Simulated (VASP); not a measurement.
# SnSe (Pnma) in VASP: single point with r2SCAN+D3(BJ)

Aim: the single point of SnSe with r2SCAN+D3(BJ).

Everything below comes from runs of VASP 6.6.1. Logs are shortened: lines on timing, memory, paths and dates and some standing lists are left out, and cuts for length are marked.

## (1) The cell of the first run

It takes space group Pnma (No. 62, orthorhombic). The conventional cell has a = 10.698 Å, b = 3.864 Å, c = 4.008 Å, α = 90.00°, β = 90.00°, γ = 90.00°. Sn (site symmetry m) has 7 Se at 2.64 to 3.38 Å and 2 Sn at 3.10 Å within 3.5 Å. Se (site symmetry m) has 7 Sn at 2.64 to 3.38 Å and 6 Se at 3.56 to 3.65 Å within 3.7 Å.

## (2) Single point, r2SCAN+D3(BJ) (20.71 Å³/atom)

The input, POSCAR:

```
SnSe
1.0
   10.6979334294      0.0000000000      0.0000000000
    0.0000000000      3.8635512599      0.0000000000
    0.0000000000      0.0000000000      4.0077306912
Sn Se
4 4
Direct
    0.1132597292      0.2500000000      0.0051102920
    0.3867402708      0.7500000000      0.5051102920
    0.6132597292      0.2500000000      0.4948897080
    0.8867402708      0.7500000000      0.9948897080
    0.3601722669      0.2500000000      0.0017052477
    0.1398277331      0.7500000000      0.5017052477
    0.8601722669      0.2500000000      0.4982947523
    0.6398277331      0.7500000000      0.9982947523
```

The input, INCAR.step1:

```
  ALGO = Normal
  EDIFF = 1E-4
  ENCUT = 520
  GGA = PE
  ISMEAR = 0
  LASPH = T
  LCHARG = F
  LREAL = F
  LWAVE = T
  NBANDS = 50
  NELM = 60
  PREC = Accurate
  SIGMA = 0.05
```

The input, INCAR.step2:

```
  ALGO = Normal
  EDIFF = 1E-6
  ENCUT = 520
  ISIF = 2
  ISMEAR = 0
  ISTART = 1
  IVDW = 12
  LASPH = T
  LCHARG = F
  LMIXTAU = T
  LREAL = F
  LWAVE = F
  METAGGA = R2SCAN
  NBANDS = 50
  NELM = 60
  PREC = Accurate
  SIGMA = 0.05
  VDW_A1 = 0.49484001
  VDW_A2 = 5.73083694
  VDW_S6 = 1.0
  VDW_S8 = 0.78981345
```

The input, KPOINTS:

```
k-points
0
Gamma
  4 8 8
```

Potentials or basis: VASP PAW PBE potentials, release 64 (Sn_d, Se).

On the command line:

```bash
$ cat potpaw_PBE.64/Sn_d/POTCAR potpaw_PBE.64/Se/POTCAR > POTCAR
$ cp INCAR.step1 INCAR
$ mpirun -np 1 vasp_std > vasp.out
$ cp INCAR.step2 INCAR
$ mpirun -np 1 vasp_std > vasp.out
```

OUTCAR:

```text
EDIFF = 1E-6
   ENCUT = 520
   ISIF = 2
   ISMEAR = 0
   ISTART = 1
   IVDW = 12
   LASPH = T
   LREAL = F
   METAGGA = R2SCAN
   NELM = 60
   PREC = Accurate
 IVDW          = 12

 ion  position               nearest neighbor table
   1  0.113  0.250  0.005-   5 2.64   6 2.79   6 2.79   6 2.81   6 2.81   4 3.10   4 3.10
   2  0.387  0.750  0.505-   6 2.64   5 2.79   5 2.79   5 2.81   5 2.81   3 3.10   3 3.10
   3  0.613  0.250  0.495-   7 2.64   8 2.79   8 2.79   8 2.81   8 2.81   2 3.10   2 3.10
   4  0.887  0.750  0.995-   8 2.64   7 2.79   7 2.79   7 2.81   7 2.81   1 3.10   1 3.10
   5  0.360  0.250  0.002-   1 2.64   2 2.79   2 2.79   2 2.81   2 2.81
   6  0.140  0.750  0.502-   2 2.64   1 2.79   1 2.79   1 2.81   1 2.81
   7  0.860  0.250  0.498-   3 2.64   4 2.79   4 2.79   4 2.81   4 2.81
   8  0.640  0.750  0.998-   4 2.64   3 2.79   3 2.79   3 2.81   3 2.81

  LATTYP: Found a simple orthorhombic cell.
 ALAT       =     3.8635512599
 B/A-ratio  =     1.0373178513
 C/A-ratio  =     2.7689378786

  Lattice vectors:

 A1 = (   0.0000000000,   3.8635512599,   0.0000000000)
 A2 = (   0.0000000000,   0.0000000000,   4.0077306912)
 A3 = (  10.6979334294,   0.0000000000,   0.0000000000)

Analysis of symmetry for initial positions (statically):
=====================================================================
 Subroutine PRICEL returns:
 Original cell was already a primitive cell.

 Routine SETGRP: Setting up the symmetry group for a
 simple orthorhombic supercell.

 Subroutine GETGRP returns: Found  8 space group operations
 (whereof  2 operations were pure point group operations)
 out of a pool of  8 trial point group operations.

The static configuration has the point symmetry S_2 .
 The point group associated with its full space group is D_2h.

Analysis of symmetry for dynamics (positions and initial velocities):
=====================================================================
 Subroutine PRICEL returns:
 Original cell was already a primitive cell.

 Routine SETGRP: Setting up the symmetry group for a
 simple orthorhombic supercell.

 Subroutine GETGRP returns: Found  8 space group operations
 (whereof  2 operations were pure point group operations)
 out of a pool of  8 trial point group operations.

The dynamic configuration has the point symmetry S_2 .
 The point group associated with its full space group is D_2h.

 Subroutine INISYM returns: Found  8 space group operations
 (whereof  2 operations are pure point group operations),
 and found     1 'primitive' translations

----------------------------------------------------------------------------------------

                                     Primitive cell

  volume of cell :     165.6476

  direct lattice vectors                    reciprocal lattice vectors
    10.697933429  0.000000000  0.000000000     0.093475998  0.000000000  0.000000000
     0.000000000  3.863551260  0.000000000     0.000000000  0.258829231  0.000000000
     0.000000000  0.000000000  4.007730691     0.000000000  0.000000000  0.249517764

  length of vectors
    10.697933429  3.863551260  4.007730691     0.093475998  0.258829231  0.249517764

  position of ions in fractional coordinates (direct lattice)
     0.113259729  0.250000000  0.005110292
     0.386740271  0.750000000  0.505110292
     0.613259729  0.250000000  0.494889708
     0.886740271  0.750000000  0.994889708
     0.360172267  0.250000000  0.001705248
     0.139827733  0.750000000  0.501705248
     0.860172267  0.250000000  0.498294752
     0.639827733  0.750000000  0.998294752

  ion indices of the primitive-cell ions
   primitive index   ion index
                 1           1
                 2           2
                 3           3
                 4           4
                 5           5
                 6           6
                 7           7
                 8           8

----------------------------------------------------------------------------------------

 KPOINTS: k-points

Automatic generation of k-mesh.
 Grid dimensions read from file:
 generate k-points for:    4    8    8

 Generating k-lattice:

  Cartesian coordinates                     Fractional coordinates (reciprocal lattice)
     0.023368999  0.000000000  0.000000000     0.250000000  0.000000000  0.000000000
     0.000000000  0.032353654  0.000000000     0.000000000  0.125000000  0.000000000
     0.000000000  0.000000000  0.031189720     0.000000000  0.000000000  0.125000000

  Length of vectors
     0.023368999  0.032353654  0.031189720

  Shift w.r.t. Gamma in fractional coordinates (k-lattice)
     0.000000000  0.000000000  0.000000000

 Subroutine IBZKPT returns following result:
 ===========================================

 Found     75 irreducible k-points:

 Following reciprocal coordinates:
            Coordinates               Weight
  0.000000  0.000000  0.000000      1.000000
  0.250000  0.000000  0.000000      2.000000
  0.500000  0.000000  0.000000      1.000000
  0.000000  0.125000  0.000000      2.000000
  0.250000  0.125000  0.000000      4.000000
  0.500000  0.125000  0.000000      2.000000
[... 16 lines left out ...]
  0.250000  0.250000  0.125000      8.000000
  0.500000  0.250000  0.125000      4.000000
 [... further k-points ...]
   k-points           NKPTS =     75   k-points in BZ     NKDIM =     75   number of bands    NBANDS=     50
   number of dos      NEDOS =    301   number of ions     NIONS =      8
   total plane-waves  NPLWV =  72000
   dimension x,y,z NGX =    80 NGY =   30 NGZ =   30
   dimension x,y,z NGXF=   160 NGYF=   60 NGZF=   60
   ions per type =               4   4
   NGX,Y,Z   is equivalent  to a cutoff of  12.43, 12.91, 12.44 a.u.
   NGXF,Y,Z  is equivalent  to a cutoff of  24.86, 25.82, 24.89 a.u.
 SYSTEM =  unknown system
   PREC   = accura    normal or accurate (medium, high low for compatibility)
   ISTART =      1    job   : 0-new  1-cont  2-samecut
   ICHARG =      0    charge: 1-file 2-atom 10-const
   ISPIN  =      1    spin polarized calculation?
   LNONCOLLINEAR =      F non collinear calculations
   LSORBIT =      F    spin-orbit coupling
   LASPH  =      T    aspherical Exc in radial PAW
   ENCUT  =  520.0 eV  38.22 Ry    6.18 a.u.  19.89  7.18  7.45*2*pi/ulx,y,z
   NELM   =     60;   NELMIN=  2; NELMDL=  0     # of ELM steps
   EDIFF  = 0.1E-05   stopping-criterion for ELM
   LREAL  =      F    real-space projection
   EDIFFG = 0.1E-04   stopping-criterion for IOM
   NSW    =      0    number of steps for IOM
   IBRION =     -1    ionic relax: 0-MD 1-quasi-New 2-CG
   NFREE  =      0    steps in history (QN), initial steepest desc. (CG)
   ISIF   =      2    stress and relaxation
   ISYM   =      2    0-nonsym 1-usesym 2-fastsym
   POTIM  = 0.5000    time-step for ionic-motion
   TEBEG  =    0.0;   TEEND  =   0.0 temperature during run
   PSTRESS=    0.0 pullay stress
   NELECT =      80.0000    total number of electrons
   NUPDOWN=      -1.0000    fix difference up-down
   EMIN   =  10.00;   EMAX   =-10.00  energy-range for DOS
   EFERMI =   0.00;   METHOD = LEGACY
   ISMEAR =     0;   SIGMA  =   0.05  broadening in eV -4-tet -1-fermi 0-gaus
   EFERMI_NEDOS =   21; number of points for ismear=-14 and -15
   IALGO  =     38    algorithm
   IMIX   =      4    mixing-type and parameters
     AMIX     =   0.40;   BMIX     =  1.00
     AMIX_MAG =   1.60;   BMIX_MAG =  1.00
  volume/ion in A,a.u.               =      20.71       139.73
  Fermi-wavevector in a.u.,A,eV,Ry     =   1.284428  2.427217 22.446286  1.649756
  Thomas-Fermi vector in A             =   2.416622
   LORBIT       =      0    0 simple, 1 ext, 2 COOP (PROOUT), +10 PAW based schemes
   METAGGA = R2SCAN    functional components
   LHFCALC =     F    Hartree Fock is set to
   AEXX    =    0.0000 exact exchange contribution
   IVDW    =    12    specifies the selected vdW correction
   LEPSILON=     F    determine dielectric tensor
   LRPA    =     F    only Hartree local field effects (RPA)
 non-spin polarized calculation
 Gauss-broadening in eV      SIGMA  =   0.05
  energy-cutoff  :      520.00
  volume of cell :      165.65
 maximum number of plane-waves:      4490
 NGX is ok and might be reduce to    80
   NGX = 39   NGY = 15   NGZ = 15

 number of electron      80.0000002 magnetization

 Free energy of the ion-electron system (eV)
  ---------------------------------------------------
  ext. energy  EPLUGINS =         0.00000000
  ---------------------------------------------------
  free energy    TOTEN  =      -157.25256384 eV

  energy without entropy =     -157.25211077  energy(sigma->0) =     -157.25233731

 E-fermi :   8.9019     XC(G=0): -11.6523

 val. band max:        8.8317138635   @ k =   0.0000   0.1250   0.1250
 cond. band min:       8.9225441565   @ k =   0.2500   0.0000   0.5000
 fundamental gap:      0.0908302930
 Fermi energy:         8.9019275790

 k-point     1 :       0.0000    0.0000    0.0000
  band No.  band energies     occupation
      1     -13.8505      2.00000
      2     -13.8373      2.00000
      3     -13.8305      2.00000
      4     -13.8115      2.00000
      5     -13.8111      2.00000
      6     -13.8092      2.00000
[... 42 lines left out ...]
     49      13.9786      0.00000
     50      14.3238      0.00000

 k-point     2 :       0.2500    0.0000    0.0000
  band No.  band energies     occupation
      1     -13.8476      2.00000
      2     -13.8376      2.00000
      3     -13.8279      2.00000
      4     -13.8145      2.00000
      5     -13.8128      2.00000
      6     -13.8121      2.00000
[... 42 lines left out ...]
     49      13.6765      0.00000
     50      14.8275      0.00000

 k-point     3 :       0.5000    0.0000    0.0000
  band No.  band energies     occupation
      1     -13.8413      2.00000
      2     -13.8413      2.00000
      3     -13.8214      2.00000
      4     -13.8214      2.00000
      5     -13.8148      2.00000
      6     -13.8148      2.00000
[... 1102 lines left out ...]
     49      13.8374      0.00000
     50      13.9530      0.00000

 k-point    24 :       0.5000    0.2500    0.1250
  band No.  band energies     occupation
      1     -13.8344      2.00000
      2     -13.8344      2.00000
      3     -13.8189      2.00000
      4     -13.8189      2.00000
      5     -13.8023      2.00000
      6     -13.8023      2.00000
[... 42 lines left out ...]
     49      13.3198      0.00000
     50      13.3198      0.00000

 [... further k-points ...]

------------------------ aborting loop because EDIFF is reached ----------------------------------------

 Edisp (eV)   -1.75543

 E8    (eV) :    -0.6194

  FORCE on cell =-STRESS in cart. coord.  units (eV):
  Direction    XX          YY          ZZ          XY          YZ          ZX
  --------------------------------------------------------------------------------------
  -------------------------------------------------------------------------------------
  Total      18.72863    18.78791    18.80014     0.00000     0.00000     0.00000
  in kB     181.14713   181.72056   181.83879     0.00000     0.00000     0.00000
  external pressure =      181.57 kB  Pullay stress =        0.00 kB

 VOLUME and BASIS-vectors are now :
 -----------------------------------------------------------------------------
  energy-cutoff  :      520.00
  volume of cell :      165.65
      direct lattice vectors                 reciprocal lattice vectors
    10.697933429  0.000000000  0.000000000     0.093475998  0.000000000  0.000000000
     0.000000000  3.863551260  0.000000000     0.000000000  0.258829231  0.000000000
     0.000000000  0.000000000  4.007730691     0.000000000  0.000000000  0.249517764

 POSITION                                       TOTAL-FORCE (eV/Angst)
 -----------------------------------------------------------------------------------
      1.21165      0.96589      0.02048        -0.015270     -0.000000     -0.008427
      4.13732      2.89766      2.02435         0.015270      0.000000     -0.008427
      6.56061      0.96589      1.98338        -0.015270     -0.000000      0.008427
      9.48629      2.89766      3.98725         0.015270      0.000000      0.008427
      3.85310      0.96589      0.00683         0.008155      0.000000      0.004008
      1.49587      2.89766      2.01070        -0.008155      0.000000      0.004008
      9.20207      0.96589      1.99703         0.008155      0.000000     -0.004008
      6.84483      2.89766      4.00090        -0.008155      0.000000     -0.004008
 -----------------------------------------------------------------------------------
    total drift:                                0.000000     -0.000000     -0.000000

  FREE ENERGIE OF THE ION-ELECTRON SYSTEM (eV)
  ---------------------------------------------------
  free  energy   TOTEN  =      -159.0079957654 eV

  energy  without entropy=     -159.0075426936  energy(sigma->0) =     -159.00776923
```

It took 47 min on 1 thread of Oxide Virtual Turin-like, shared host; peak memory 0.56 GiB.

Results:

```yaml
Free_energy: -159.0080 eV
Pressure: 18.2 GPa
Largest_force: 0.017 eV/Å
Band_gap_on_the_k_mesh: zero (bands 40 and 41 overlap by 0.90 eV)
Dispersion_energy_per_atom: -0.219 eV
```

Forces on the atoms (eV/Å):
```
Sn  -0.015  0.000 -0.008
Sn   0.015  0.000 -0.008
Sn  -0.015  0.000  0.008
Sn   0.015  0.000  0.008
Se   0.008  0.000  0.004
Se  -0.008  0.000  0.004
Se   0.008  0.000 -0.004
Se  -0.008  0.000 -0.004
```

Caveat: the cell stands under pressure; the PAW data sets were made with another functional, which shifts forces and pressure a little; spin-orbit coupling is left out, which moves the levels of the heavy elements.
